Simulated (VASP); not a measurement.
# Cd (Im-3m) in VASP: a series of runs

Cd is run at these levels: LDA; tasks: single point, relaxation of cell and atoms.

All numbers are computed with VASP 6.6.1; they aren't measurements. Logs are shortened: lines on timing, memory, paths and dates and some standing lists are left out, and cuts for length are marked.

### 1 The cell of the first run

It takes space group Im-3m (No. 229, cubic). The conventional cell has a = 3.427 Å, b = 3.427 Å, c = 3.427 Å, α = 90.00°, β = 90.00°, γ = 90.00°. Within 3.9 Å of Cd (site symmetry m-3m) lie 14 Cd at 2.97 to 3.43 Å.

### 2 Single point, LDA

The input, INCAR:

```
SYSTEM = Cd
  ALGO = Normal
  EDIFF = 1E-7
  ENCUT = 520
  GGA = CA
  ISIF = 2
  ISMEAR = 1
  LASPH = .TRUE.
  LCHARG = .FALSE.
  LREAL = .FALSE.
  LWAVE = .FALSE.
  NBANDS = 12
  NELM = 80
  PREC = Accurate
  SIGMA = 0.05
```

The input, KPOINTS:

```
k-points
0
G
  9 9 9
  0 0 0
```

The input, POSCAR:

```
Cd
1.0
   -1.7136145737      1.7136145737      1.7136145737
    1.7136145737     -1.7136145737      1.7136145737
    1.7136145737      1.7136145737     -1.7136145737
Cd
1
Direct
    0.0000000000      0.0000000000      0.0000000000
```

Potentials or basis: VASP PAW LDA potentials, release 64 (Cd).

Run with:

```sh
cat potpaw_LDA.64/Cd/POTCAR > POTCAR
mpirun -np 1 vasp_std > vasp.out
```

OUTCAR:

```text
SYSTEM = Cd
   EDIFF = 1E-7
   ENCUT = 520
   GGA = CA
   ISIF = 2
   ISMEAR = 1
   LASPH = .TRUE.
   LREAL = .FALSE.
   NELM = 80
   PREC = Accurate

 ion  position               nearest neighbor table
   1  0.000  0.000  0.000-

  LATTYP: Found a body centered cubic cell.
 ALAT       =     3.4272291474

  Lattice vectors:

 A1 = (  -1.7136145737,   1.7136145737,   1.7136145737)
 A2 = (   1.7136145737,  -1.7136145737,   1.7136145737)
 A3 = (   1.7136145737,   1.7136145737,  -1.7136145737)

Analysis of symmetry for initial positions (statically):
=====================================================================
 Subroutine PRICEL returns:
 Original cell was already a primitive cell.

 Routine SETGRP: Setting up the symmetry group for a
 body centered cubic supercell.

 Subroutine GETGRP returns: Found 48 space group operations
 (whereof 48 operations were pure point group operations)
 out of a pool of 48 trial point group operations.

The static configuration has the point symmetry O_h .

Analysis of symmetry for dynamics (positions and initial velocities):
=====================================================================
 Subroutine PRICEL returns:
 Original cell was already a primitive cell.

 Routine SETGRP: Setting up the symmetry group for a
 body centered cubic supercell.

 Subroutine GETGRP returns: Found 48 space group operations
 (whereof 48 operations were pure point group operations)
 out of a pool of 48 trial point group operations.

The dynamic configuration has the point symmetry O_h .

 Subroutine INISYM returns: Found 48 space group operations
 (whereof 48 operations are pure point group operations),
 and found     1 'primitive' translations

----------------------------------------------------------------------------------------

                                     Primitive cell

  volume of cell :      20.1279

  direct lattice vectors                    reciprocal lattice vectors
    -1.713614574  1.713614574  1.713614574     0.000000000  0.291780899  0.291780899
     1.713614574 -1.713614574  1.713614574     0.291780899  0.000000000  0.291780899
     1.713614574  1.713614574 -1.713614574     0.291780899  0.291780899  0.000000000

  length of vectors
     2.968067506  2.968067506  2.968067506     0.412640504  0.412640504  0.412640504

  position of ions in fractional coordinates (direct lattice)
     0.000000000  0.000000000  0.000000000

  ion indices of the primitive-cell ions
   primitive index   ion index
                 1           1

----------------------------------------------------------------------------------------

 KPOINTS: k-points

Automatic generation of k-mesh.
 Grid dimensions read from file:
 generate k-points for:    9    9    9

 Generating k-lattice:

  Cartesian coordinates                     Fractional coordinates (reciprocal lattice)
     0.000000000  0.032420100  0.032420100     0.111111111  0.000000000  0.000000000
     0.032420100  0.000000000  0.032420100     0.000000000  0.111111111  0.000000000
     0.032420100  0.032420100  0.000000000     0.000000000  0.000000000  0.111111111

  Length of vectors
     0.045848945  0.045848945  0.045848945

  Shift w.r.t. Gamma in fractional coordinates (k-lattice)
     0.000000000  0.000000000  0.000000000

 Subroutine IBZKPT returns following result:
 ===========================================

 Found     35 irreducible k-points:

 Following reciprocal coordinates:
            Coordinates               Weight
  0.000000  0.000000  0.000000      1.000000
  0.111111  0.000000  0.000000     12.000000
  0.222222  0.000000  0.000000     12.000000
  0.333333  0.000000  0.000000     12.000000
  0.444444  0.000000  0.000000     12.000000
  0.111111  0.111111  0.000000     24.000000
[... 16 lines left out ...]
 -0.333333  0.444444  0.111111     48.000000
 -0.444444 -0.444444  0.111111     24.000000
 [... further k-points ...]
   k-points           NKPTS =     35   k-points in BZ     NKDIM =     35   number of bands    NBANDS=     12
   number of dos      NEDOS =    301   number of ions     NIONS =      1
   total plane-waves  NPLWV =  13824
   dimension x,y,z NGX =    24 NGY =   24 NGZ =   24
   dimension x,y,z NGXF=    48 NGYF=   48 NGZF=   48
   ions per type =               1
   NGX,Y,Z   is equivalent  to a cutoff of  13.44, 13.44, 13.44 a.u.
   NGXF,Y,Z  is equivalent  to a cutoff of  26.89, 26.89, 26.89 a.u.
 SYSTEM =  Cd
   PREC   = accura    normal or accurate (medium, high low for compatibility)
   ISTART =      0    job   : 0-new  1-cont  2-samecut
   ICHARG =      2    charge: 1-file 2-atom 10-const
   ISPIN  =      1    spin polarized calculation?
   LNONCOLLINEAR =      F non collinear calculations
   LSORBIT =      F    spin-orbit coupling
   LASPH  =      T    aspherical Exc in radial PAW
   ENCUT  =  520.0 eV  38.22 Ry    6.18 a.u.   5.52  5.52  5.52*2*pi/ulx,y,z
   NELM   =     80;   NELMIN=  2; NELMDL= -5     # of ELM steps
   EDIFF  = 0.1E-06   stopping-criterion for ELM
   LREAL  =      F    real-space projection
   EDIFFG = 0.1E-05   stopping-criterion for IOM
   NSW    =      0    number of steps for IOM
   IBRION =     -1    ionic relax: 0-MD 1-quasi-New 2-CG
   NFREE  =      0    steps in history (QN), initial steepest desc. (CG)
   ISIF   =      2    stress and relaxation
   ISYM   =      2    0-nonsym 1-usesym 2-fastsym
   POTIM  = 0.5000    time-step for ionic-motion
   TEBEG  =    0.0;   TEEND  =   0.0 temperature during run
   PSTRESS=    0.0 pullay stress
   NELECT =      12.0000    total number of electrons
   NUPDOWN=      -1.0000    fix difference up-down
   EMIN   =  10.00;   EMAX   =-10.00  energy-range for DOS
   EFERMI =   0.00;   METHOD = LEGACY
   ISMEAR =     1;   SIGMA  =   0.05  broadening in eV -4-tet -1-fermi 0-gaus
   EFERMI_NEDOS =   21; number of points for ismear=-14 and -15
   IALGO  =     38    algorithm
   IMIX   =      4    mixing-type and parameters
     AMIX     =   0.40;   BMIX     =  1.00
     AMIX_MAG =   1.60;   BMIX_MAG =  1.00
  volume/ion in A,a.u.               =      20.13       135.83
  Fermi-wavevector in a.u.,A,eV,Ry     =   1.377851  2.603760 25.830280  1.898472
  Thomas-Fermi vector in A             =   2.502966
   LORBIT       =      0    0 simple, 1 ext, 2 COOP (PROOUT), +10 PAW based schemes
   GGA     = CA    functional components
   LHFCALC =     F    Hartree Fock is set to
   AEXX    =    0.0000 exact exchange contribution
   IVDW    =     0    specifies the selected vdW correction
   LEPSILON=     F    determine dielectric tensor
   LRPA    =     F    only Hartree local field effects (RPA)
 non-spin polarized calculation
 Methfessel and Paxton  Order N= 1 SIGMA  =   0.05
  energy-cutoff  :      520.00
  volume of cell :       20.13
 maximum number of plane-waves:       559
 NGX is ok and might be reduce to    24
   NGX = 11   NGY = 11   NGZ = 11

 number of electron      12.0000006 magnetization

 Free energy of the ion-electron system (eV)
  ---------------------------------------------------
  ext. energy  EPLUGINS =         0.00000000
  ---------------------------------------------------
  free energy    TOTEN  =        -1.42451675 eV

  energy without entropy =       -1.42446029  energy(sigma->0) =       -1.42449793

 E-fermi :   3.3911     XC(G=0): -11.7644

 val. band max:        3.3610019877   @ k =   0.3333   0.2222   0.1111
 cond. band min:       3.5006787571   @ k =   0.3333   0.2222   0.1111
 fundamental gap:      0.1396767694
 Fermi energy:         3.3910857930

 k-point     1 :       0.0000    0.0000    0.0000
  band No.  band energies     occupation
      1      -6.2311      2.00000
      2      -6.2068      2.00000
      3      -6.2068      2.00000
      4      -6.2068      2.00000
      5      -5.4254      2.00000
      6      -5.4254      2.00000
      7      19.2546      0.00000
      8      19.2546      0.00000
      9      19.2546      0.00000
     10      20.7292      0.00000
     11      20.7292      0.00000
     12      20.7292      0.00000

 k-point     2 :       0.1111    0.0000    0.0000
  band No.  band energies     occupation
      1      -6.2550      2.00000
      2      -6.2359      2.00000
      3      -6.0691      2.00000
      4      -5.8378      2.00000
      5      -5.4646      2.00000
      6      -5.4230      2.00000
      7      16.4436      0.00000
      8      18.2463      0.00000
      9      18.9214      0.00000
     10      18.9475      0.00000
     11      19.5474      0.00000
     12      20.3028      0.00000

 k-point     3 :       0.2222    0.0000    0.0000
  band No.  band energies     occupation
      1      -6.3754      2.00000
      2      -6.3639      2.00000
      3      -5.7040      2.00000
      4      -5.5458      2.00000
      5      -5.4147      2.00000
      6      -4.6223      2.00000
      7      11.7969      0.00000
      8      16.1627      0.00000
      9      16.4083      0.00000
     10      18.4160      0.00000
     11      18.9378      0.00000
     12      21.5112      0.00000

 k-point     4 :       0.3333    0.0000    0.0000
  band No.  band energies     occupation
      1      -6.5842      2.00000
      2      -6.5093      2.00000
      3      -5.5170      2.00000
      4      -5.4012      2.00000
      5      -5.2553      2.00000
      6      -2.6876      2.00000
      7       7.4107      0.00000
      8      14.4001      0.00000
      9      14.5974      0.00000
     10      18.0130      0.00000
     11      18.6681      0.00000
     12      23.5867      0.00000

 k-point     5 :       0.4444    0.0000    0.0000
  band No.  band energies     occupation
      1      -6.7476      2.00000
      2      -6.5951      2.00000
      3      -5.4737      2.00000
      4      -5.3902      2.00000
      5      -4.9391      2.00000
      6      -0.1322      2.00000
      7       3.6104     -0.00000
      8      13.2778      0.00000
      9      13.7783      0.00000
     10      17.8111      0.00000
     11      18.6097      0.00000
     12      25.2179      0.00000
[... 228 lines left out ...]
      1      -6.3107      2.00000
      2      -6.1652      2.00000
      3      -5.7538      2.00000
      4      -5.7461      2.00000
      5      -5.4101      2.00000
      6      -2.6064      2.00000
      7      10.0696      0.00000
      8      10.6714      0.00000
      9      15.6187      0.00000
     10      16.3601      0.00000
     11      20.1213      0.00000
     12      23.7102      0.00000

 k-point    22 :      -0.4444    0.4444    0.1111
  band No.  band energies     occupation
      1      -6.6298      2.00000
      2      -6.4385      2.00000
      3      -5.6393      2.00000
      4      -5.5325      2.00000
      5      -4.9555      2.00000
      6       0.3201      2.00000
      7       3.8960     -0.00000
      8      11.9253      0.00000
      9      13.1661      0.00000
     10      19.5007      0.00000
     11      19.7483      0.00000
     12      21.6910      0.00000

 k-point    23 :      -0.3333    0.4444    0.1111
  band No.  band energies     occupation
      1      -6.4367      2.00000
      2      -6.2670      2.00000
      3      -5.8331      2.00000
      4      -5.5908      2.00000
      5      -5.1452      2.00000
      6      -0.3259      2.00000
      7       6.2431      0.00000
      8       9.2587      0.00000
      9      14.7568      0.00000
     10      17.6342      0.00000
     11      19.8878      0.00000
     12      23.9456      0.00000

 k-point    24 :      -0.4444   -0.4444    0.1111
  band No.  band energies     occupation
      1      -6.5156      2.00000
      2      -6.2888      2.00000
      3      -5.8619      2.00000
      4      -5.5388      2.00000
      5      -5.0102      2.00000
      6       2.2696      2.00000
      7       3.0545      2.00000
      8       8.8252      0.00000
      9      14.3836      0.00000
     10      18.5792      0.00000
     11      20.2023      0.00000
     12      22.0459      0.00000

 [... further k-points ...]

------------------------ aborting loop because EDIFF is reached ----------------------------------------

  FORCE on cell =-STRESS in cart. coord.  units (eV):
  Direction    XX          YY          ZZ          XY          YZ          ZX
  --------------------------------------------------------------------------------------
  -------------------------------------------------------------------------------------
  Total        0.0866586      0.0866586      0.0866586      0.0000000      0.0000000     -0.0000000
  in kB        6.8979950      6.8979950      6.8979950      0.0000000      0.0000000     -0.0000000
  external PRESSURE =       6.8979950 kB  Pullay stress =       0.0000000 kB

 VOLUME and BASIS-vectors are now :
 -----------------------------------------------------------------------------
  energy-cutoff  :      520.00
  volume of cell :       20.13
      direct lattice vectors                 reciprocal lattice vectors
    -1.713614574  1.713614574  1.713614574     0.000000000  0.291780899  0.291780899
     1.713614574 -1.713614574  1.713614574     0.291780899  0.000000000  0.291780899
     1.713614574  1.713614574 -1.713614574     0.291780899  0.291780899  0.000000000

 POSITION                                       TOTAL-FORCE (eV/Angst)
 -----------------------------------------------------------------------------------
      0.00000      0.00000      0.00000        -0.000000      0.000000     -0.000000
 -----------------------------------------------------------------------------------
    total drift:                                0.000000      0.000000      0.000000

  FREE ENERGIE OF THE ION-ELECTRON SYSTEM (eV)
  ---------------------------------------------------
  free  energy   TOTEN  =        -1.4245167549 eV

  energy  without entropy=       -1.4244602867  energy(sigma->0) =       -1.42449793
```

Run time: 4 s. Hardware: 1 thread of Intel Xeon Platinum 8488C (Sapphire Rapids), shared host; peak memory 0.13 GiB.

What came out:

```
Free energy            : -1.4245 eV
Pressure               : 0.7 GPa
Band gap on the k mesh : zero (band 6 reaches 5.49 eV, above the bottom of band 7 at 2.64 eV)
```

Levels at points of the mesh, in eV from the Fermi level:
```csv
k point,band 2,band 3,band 4,band 5,band 6,band 7,band 8,band 9,band 10,band 11
"(0.00, 0.00, 0.00)",-9.60,-9.60,-9.60,-8.82,-8.82,15.86,15.86,15.86,17.34,17.34
```

### 3 Relaxation of cell and atoms, LDA

This run uses another cell than the first one, of 22.72 Å³/atom, 1.129 times its volume.

The input, INCAR:

```
PREC = Accurate
ENCUT = 600
EDIFF = 1E-6
ISMEAR = 1
SIGMA = 0.05
LREAL = F
LASPH = T
NELM = 80
ALGO = Normal
ISIF = 3
LWAVE = F
LCHARG = F
GGA = CA
IBRION = 2
NSW = 60
EDIFFG = -0.01
```

The input, KPOINTS:

```
regular mesh
0
Gamma
  9 9 9
```

The input, POSCAR:

```
Cd
1.0
   -1.7843220000      1.7843220000      1.7843220000
    1.7843220000     -1.7843220000      1.7843220000
    1.7843220000      1.7843220000     -1.7843220000
Cd
1
Direct
    0.0000000000      0.0000000000      0.0000000000
```

Potentials or basis: VASP PAW LDA potentials, release 64 (Cd).

Run with:

```sh
cat potpaw_LDA.64/Cd/POTCAR > POTCAR
mpirun -np 1 vasp_std > vasp.out
```

Wall time 19 s (1 thread of Intel Xeon Platinum 8488C (Sapphire Rapids), shared host); peak memory 0.15 GiB.

Results (log left out):

- Free energy: -1.4263 eV
- Relaxed volume: 20.28 Å³/atom
- Relaxed cell: a = 2.976 Å, b = 2.976 Å, c = 2.976 Å, α = 109.47°, β = 109.47°, γ = 109.47°
- Space group after relaxing (to 0.05 Å): Im-3m (No. 229)
- Energy gained by relaxing: 34.6 meV/atom
- Ionic steps: 5
- Pressure after relaxing: 0.0 GPa
- Band gap on the k mesh: zero (band 6 reaches 5.41 eV, above the bottom of band 7 at 2.56 eV)

The path:
| step | energy change (eV) | largest force (eV/Å) | pressure (GPa) | volume (Å³) |
| --- | --- | --- | --- | --- |
| 1 | 0.0000 | 0.0000 | -4.40 | 22.72 |
| 2 | -0.0326 | 0.0000 | -1.19 | 20.73 |
| 3 | -0.0342 | 0.0000 | 0.69 | 20.11 |
| 4 | -0.0345 | 0.0000 | -0.15 | 20.33 |
| 5 | -0.0346 | 0.0000 | 0.03 | 20.28 |

Final structure:
```
Cd
1.0
    -1.71800    1.71800    1.71800
     1.71800   -1.71800    1.71800
     1.71800    1.71800   -1.71800
Cd
1
Direct
  0.00000 0.00000 0.00000
```

Levels at points of the mesh, in eV from the Fermi level:
| k point | band 2 | band 3 | band 4 | band 5 | band 6 | band 7 | band 8 | band 9 | band 10 |
| --- | --- | --- | --- | --- | --- | --- | --- | --- | --- |
| (0.00, 0.00, 0.00) | -9.58 | -9.58 | -9.57 | -8.81 | -8.81 | 15.82 | 15.82 | 15.82 | 17.21 |
